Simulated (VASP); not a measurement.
# Zn (P6_3/mmc) in VASP: further runs

Runs on Zn. Level: PBEsol. Tasks: single point.

All numbers are computed with VASP 6.6.1; they aren't measurements. Logs are shortened: lines on timing, memory, paths and dates and some standing lists are left out, and cuts for length are marked.

**1. The cell of the first run**

Symmetry: P6_3/mmc, No. 194, hexagonal system. The conventional cell has a = 2.665 Å, b = 2.665 Å, c = 4.798 Å, α = 90.00°, β = 90.00°, γ = 120.00°. Zn (site symmetry -6m2) has 12 Zn at 2.66 to 2.85 Å within 3.5 Å.

**2. Single point, PBEsol (strain +0.000 along x and y, -0.030 along z)**

INCAR reads:

```
SYSTEM = Zn
ALGO = Fast
EDIFF = 1E-6
ENCUT = 520
GGA = PS
ISIF = 2
ISMEAR = 0
LASPH = .TRUE.
LCHARG = .FALSE.
LREAL = .FALSE.
LWAVE = .FALSE.
NBANDS = 19
NELM = 100
PREC = Accurate
SIGMA = 0.15
```

KPOINTS reads:

```
k-points
0
G
  24 24 10
  0 0 0
```

POSCAR reads:

```
Zn
1.0
    2.6647980532      0.0000000000      0.0000000000
   -1.3323990266      2.3077828100      0.0000000000
    0.0000000000      0.0000000000      4.7982990000
Zn
2
Direct
    0.3333333333      0.6666666667      0.2500000000
    0.6666666667      0.3333333333      0.7500000000
```

Potentials or basis: VASP PAW PBE potentials, release 64 (Zn).

The run is started by

```sh
$ cat potpaw_PBE.64/Zn/POTCAR > POTCAR
$ mpirun -np 1 vasp_std > vasp.out
```

OUTCAR:

```text
SYSTEM = Zn
   EDIFF = 1E-6
   ENCUT = 520
   GGA = PS
   ISIF = 2
   ISMEAR = 0
   LASPH = .TRUE.
   LREAL = .FALSE.
   NELM = 100
   PREC = Accurate

 ion  position               nearest neighbor table
   1  0.333  0.667  0.250-   2 2.85   2 2.85   2 2.85   2 2.85   2 2.85   2 2.85
   2  0.667  0.333  0.750-   1 2.85   1 2.85   1 2.85   1 2.85   1 2.85   1 2.85

  LATTYP: Found a hexagonal cell.
 ALAT       =     2.6647980532
 C/A-ratio  =     1.8006238763

  Lattice vectors:

 A1 = (   2.6647980532,   0.0000000000,   0.0000000000)
 A2 = (  -1.3323990266,   2.3077828100,   0.0000000000)
 A3 = (   0.0000000000,   0.0000000000,   4.7982990000)

Analysis of symmetry for initial positions (statically):
=====================================================================
 Subroutine PRICEL returns:
 Original cell was already a primitive cell.

 Routine SETGRP: Setting up the symmetry group for a
 hexagonal supercell.

 Subroutine GETGRP returns: Found 24 space group operations
 (whereof 12 operations were pure point group operations)
 out of a pool of 24 trial point group operations.

The static configuration has the point symmetry D_3d.
 The point group associated with its full space group is D_6h.

Analysis of symmetry for dynamics (positions and initial velocities):
=====================================================================
 Subroutine PRICEL returns:
 Original cell was already a primitive cell.

 Routine SETGRP: Setting up the symmetry group for a
 hexagonal supercell.

 Subroutine GETGRP returns: Found 24 space group operations
 (whereof 12 operations were pure point group operations)
 out of a pool of 24 trial point group operations.

The dynamic configuration has the point symmetry D_3d.
 The point group associated with its full space group is D_6h.

 Subroutine INISYM returns: Found 24 space group operations
 (whereof 12 operations are pure point group operations),
 and found     1 'primitive' translations

----------------------------------------------------------------------------------------

                                     Primitive cell

  volume of cell :      29.5085

  direct lattice vectors                    reciprocal lattice vectors
     2.664798053  0.000000000  0.000000000     0.375262958  0.216658170  0.000000000
    -1.332399027  2.307782810  0.000000000     0.000000000  0.433316340  0.000000000
     0.000000000  0.000000000  4.798299000     0.000000000  0.000000000  0.208407188

  length of vectors
     2.664798053  2.664798053  4.798299000     0.433316340  0.433316340  0.208407188

  position of ions in fractional coordinates (direct lattice)
     0.333333333  0.666666667  0.250000000
     0.666666667  0.333333333  0.750000000

  ion indices of the primitive-cell ions
   primitive index   ion index
                 1           1
                 2           2

----------------------------------------------------------------------------------------

 KPOINTS: k-points

Automatic generation of k-mesh.
 Grid dimensions read from file:
 generate k-points for:   24   24   10

 Generating k-lattice:

  Cartesian coordinates                     Fractional coordinates (reciprocal lattice)
     0.015635957  0.009027424  0.000000000     0.041666667 -0.000000000  0.000000000
     0.000000000  0.018054847  0.000000000     0.000000000  0.041666667  0.000000000
     0.000000000  0.000000000  0.020840719     0.000000000  0.000000000  0.100000000

  Length of vectors
     0.018054847  0.018054847  0.020840719

  Shift w.r.t. Gamma in fractional coordinates (k-lattice)
     0.000000000  0.000000000  0.000000000

 Subroutine IBZKPT returns following result:
 ===========================================

 Found    366 irreducible k-points:

 Following reciprocal coordinates:
            Coordinates               Weight
  0.000000  0.000000  0.000000      1.000000
  0.041667  0.000000  0.000000      6.000000
  0.083333  0.000000  0.000000      6.000000
  0.125000  0.000000  0.000000      6.000000
  0.166667  0.000000  0.000000      6.000000
  0.208333 -0.000000  0.000000      6.000000
[... 16 lines left out ...]
  0.416667  0.041667  0.000000     12.000000
  0.458333  0.041667  0.000000     12.000000
 [... further k-points ...]
   k-points           NKPTS =    366   k-points in BZ     NKDIM =    366   number of bands    NBANDS=     19
   number of dos      NEDOS =    301   number of ions     NIONS =      2
   total plane-waves  NPLWV =  14400
   dimension x,y,z NGX =    20 NGY =   20 NGZ =   36
   dimension x,y,z NGXF=    40 NGYF=   40 NGZF=   72
   ions per type =               2
   NGX,Y,Z   is equivalent  to a cutoff of  12.48, 12.48, 12.47 a.u.
   NGXF,Y,Z  is equivalent  to a cutoff of  24.95, 24.95, 24.95 a.u.
 SYSTEM =  Zn
   PREC   = accura    normal or accurate (medium, high low for compatibility)
   ISTART =      0    job   : 0-new  1-cont  2-samecut
   ICHARG =      2    charge: 1-file 2-atom 10-const
   ISPIN  =      1    spin polarized calculation?
   LNONCOLLINEAR =      F non collinear calculations
   LSORBIT =      F    spin-orbit coupling
   LASPH  =      T    aspherical Exc in radial PAW
   ENCUT  =  520.0 eV  38.22 Ry    6.18 a.u.   4.95  4.95  8.92*2*pi/ulx,y,z
   NELM   =    100;   NELMIN=  2; NELMDL= -5     # of ELM steps
   EDIFF  = 0.1E-05   stopping-criterion for ELM
   LREAL  =      F    real-space projection
   EDIFFG = 0.1E-04   stopping-criterion for IOM
   NSW    =      0    number of steps for IOM
   IBRION =     -1    ionic relax: 0-MD 1-quasi-New 2-CG
   NFREE  =      0    steps in history (QN), initial steepest desc. (CG)
   ISIF   =      2    stress and relaxation
   ISYM   =      2    0-nonsym 1-usesym 2-fastsym
   POTIM  = 0.5000    time-step for ionic-motion
   TEBEG  =    0.0;   TEEND  =   0.0 temperature during run
   PSTRESS=    0.0 pullay stress
   NELECT =      24.0000    total number of electrons
   NUPDOWN=      -1.0000    fix difference up-down
   EMIN   =  10.00;   EMAX   =-10.00  energy-range for DOS
   EFERMI =   0.00;   METHOD = LEGACY
   ISMEAR =     0;   SIGMA  =   0.15  broadening in eV -4-tet -1-fermi 0-gaus
   EFERMI_NEDOS =   21; number of points for ismear=-14 and -15
   IALGO  =     68    algorithm
   IMIX   =      4    mixing-type and parameters
     AMIX     =   0.40;   BMIX     =  1.00
     AMIX_MAG =   1.60;   BMIX_MAG =  1.00
  volume/ion in A,a.u.               =      14.75        99.57
  Fermi-wavevector in a.u.,A,eV,Ry     =   1.528140  2.887765 31.772475  2.335211
  Thomas-Fermi vector in A             =   2.635939
   LORBIT       =      0    0 simple, 1 ext, 2 COOP (PROOUT), +10 PAW based schemes
   GGA     = PS    functional components
   LHFCALC =     F    Hartree Fock is set to
   AEXX    =    0.0000 exact exchange contribution
   IVDW    =     0    specifies the selected vdW correction
   LEPSILON=     F    determine dielectric tensor
   LRPA    =     F    only Hartree local field effects (RPA)
 non-spin polarized calculation
 RMM-DIIS sequential band-by-band and
 Gauss-broadening in eV      SIGMA  =   0.15
  energy-cutoff  :      520.00
  volume of cell :       29.51
 maximum number of plane-waves:       822
 NGX is ok and might be reduce to    20
   NGX =  9   NGY =  9   NGZ = 17

 number of electron      24.0000027 magnetization

 Free energy of the ion-electron system (eV)
  ---------------------------------------------------
  ext. energy  EPLUGINS =         0.00000000
  ---------------------------------------------------
  free energy    TOTEN  =        -3.15528427 eV

  energy without entropy =       -3.14931525  energy(sigma->0) =       -3.15229976

 E-fermi :   3.2377     XC(G=0): -11.8665

 val. band max:        3.2276640399   @ k =   0.5000   0.0000   0.5000
 cond. band min:       3.2384476831   @ k =   0.0833   0.0000   0.2000
 fundamental gap:      0.0107836432
 Fermi energy:         3.2376731819

 k-point     1 :       0.0000    0.0000    0.0000
  band No.  band energies     occupation
      1      -7.4952      2.00000
      2      -5.5044      2.00000
      3      -4.7587      2.00000
      4      -4.5562      2.00000
      5      -4.5562      2.00000
      6      -4.4945      2.00000
[... 11 lines left out ...]
     18      22.0451      0.00000
     19      22.0864      0.00000

 k-point     2 :       0.0417    0.0000    0.0000
  band No.  band energies     occupation
      1      -7.4437      2.00000
      2      -5.4822      2.00000
      3      -4.7543      2.00000
      4      -4.5605      2.00000
      5      -4.5439      2.00000
      6      -4.5002      2.00000
[... 11 lines left out ...]
     18      22.0007      0.00000
     19      22.6335      0.00000

 k-point     3 :       0.0833    0.0000    0.0000
  band No.  band energies     occupation
      1      -7.2904      2.00000
      2      -5.4190      2.00000
      3      -4.7440      2.00000
      4      -4.5705      2.00000
      5      -4.5145      2.00000
      6      -4.5076      2.00000
[... 11 lines left out ...]
     18      21.8309      0.00000
     19      23.4173      0.00000

 k-point     4 :       0.1250    0.0000    0.0000
  band No.  band energies     occupation
      1      -7.0386      2.00000
      2      -5.3252      2.00000
      3      -4.7363      2.00000
      4      -4.5817      2.00000
      5      -4.5233      2.00000
      6      -4.4493      2.00000
[... 11 lines left out ...]
     18      20.9807      0.00000
     19      22.2584      0.00000

 k-point     5 :       0.1667    0.0000    0.0000
  band No.  band energies     occupation
      1      -6.6964      2.00000
      2      -5.2207      2.00000
      3      -4.7346      2.00000
      4      -4.6017      2.00000
      5      -4.4939      2.00000
      6      -4.4309      2.00000
[... 11 lines left out ...]
     18      19.3705      0.00000
     19      20.6042      0.00000

 k-point     6 :       0.2083   -0.0000    0.0000
  band No.  band energies     occupation
      1      -6.2827      2.00000
      2      -5.1396      2.00000
      3      -4.7166      2.00000
      4      -4.6217      2.00000
      5      -4.5674      2.00000
      6      -4.4132      2.00000
[... 11 lines left out ...]
     18      18.8486      0.00000
     19      20.0508      0.00000

 k-point     7 :       0.2500    0.0000    0.0000
  band No.  band energies     occupation
      1      -5.8454      2.00000
      2      -5.1134      2.00000
      3      -4.6998      2.00000
      4      -4.6584      2.00000
      5      -4.6095      2.00000
      6      -4.3428      2.00000
[... 11 lines left out ...]
     18      18.4306      0.00000
     19      20.4635      0.00000

 k-point     8 :       0.2917    0.0000    0.0000
  band No.  band energies     occupation
      1      -5.4918      2.00000
      2      -5.1334      2.00000
      3      -4.8174      2.00000
      4      -4.6041      2.00000
      5      -4.4997      2.00000
      6      -4.3963      2.00000
[... 256 lines left out ...]
 k-point    20 :       0.2917    0.0417    0.0000
  band No.  band energies     occupation
      1      -5.3557      2.00000
      2      -5.1372      2.00000
      3      -4.8689      2.00000
      4      -4.5731      2.00000
      5      -4.4518      2.00000
      6      -4.4415      2.00000
[... 11 lines left out ...]
     18      18.6568      0.00000
     19      19.5865      0.00000

 k-point    21 :       0.3333    0.0417    0.0000
  band No.  band energies     occupation
      1      -5.2669      2.00000
      2      -5.1705      2.00000
      3      -4.9551      2.00000
      4      -4.5137      2.00000
      5      -4.4781      2.00000
      6      -4.3985      2.00000
[... 11 lines left out ...]
     18      18.3784      0.00000
     19      19.1057      0.00000

 k-point    22 :       0.3750    0.0417    0.0000
  band No.  band energies     occupation
      1      -5.2677      2.00000
      2      -5.1892      2.00000
      3      -5.0198      2.00000
      4      -4.5085      2.00000
      5      -4.4627      2.00000
      6      -4.4255      2.00000
[... 11 lines left out ...]
     18      18.1709      0.00000
     19      18.7341      0.00000

 k-point    23 :       0.4167    0.0417    0.0000
  band No.  band energies     occupation
      1      -5.2883      2.00000
      2      -5.2011      2.00000
      3      -5.0628      2.00000
      4      -4.5302      2.00000
      5      -4.4439      2.00000
      6      -4.4264      2.00000
[... 11 lines left out ...]
     18      18.0334      0.00000
     19      18.4812      0.00000

 k-point    24 :       0.4583    0.0417    0.0000
  band No.  band energies     occupation
      1      -5.3019      2.00000
      2      -5.2083      2.00000
      3      -5.0843      2.00000
      4      -4.5416      2.00000
      5      -4.4533      2.00000
      6      -4.4075      2.00000
[... 11 lines left out ...]
     18      17.9650      0.00000
     19      18.3531      0.00000

 [... further k-points ...]

------------------------ aborting loop because EDIFF is reached ----------------------------------------

  FORCE on cell =-STRESS in cart. coord.  units (eV):
  Direction    XX          YY          ZZ          XY          YZ          ZX
  --------------------------------------------------------------------------------------
  -------------------------------------------------------------------------------------
  Total       -0.6679001     -0.6679001     -0.3466356      0.0000000      0.0000000      0.0000000
  in kB      -36.2639867    -36.2639867    -18.8207644      0.0000000      0.0000000      0.0000000
  external PRESSURE =     -30.4495793 kB  Pullay stress =       0.0000000 kB

 VOLUME and BASIS-vectors are now :
 -----------------------------------------------------------------------------
  energy-cutoff  :      520.00
  volume of cell :       29.51
      direct lattice vectors                 reciprocal lattice vectors
     2.664798053  0.000000000  0.000000000     0.375262958  0.216658170  0.000000000
    -1.332399027  2.307782810  0.000000000     0.000000000  0.433316340  0.000000000
     0.000000000  0.000000000  4.798299000     0.000000000  0.000000000  0.208407188

 POSITION                                       TOTAL-FORCE (eV/Angst)
 -----------------------------------------------------------------------------------
     -0.00000      1.53852      1.19957        -0.000000      0.000000      0.000000
      1.33240      0.76926      3.59872         0.000000      0.000000      0.000000
 -----------------------------------------------------------------------------------
    total drift:                               -0.000000      0.000000      0.000000

  FREE ENERGIE OF THE ION-ELECTRON SYSTEM (eV)
  ---------------------------------------------------
  free  energy   TOTEN  =        -3.1552842679 eV

  energy  without entropy=       -3.1493152532  energy(sigma->0) =       -3.15229976
```

Wall time 1.7 min (1 thread of Intel Xeon Platinum 8488C (Sapphire Rapids), shared host); peak memory 0.27 GiB.

What came out:

```
Free energy            : -3.1553 eV
Pressure               : -3.0 GPa
Band gap on the k mesh : zero (bands 12 and 13 overlap by 4.18 eV)
```

Caveat: the cell differs from its parent crystal (strain +0.000 along x and y, -0.030 along z); the cell stands under tension; the PAW data sets were made with another functional, which shifts forces and pressure a little.

[end of part 1 of 2]
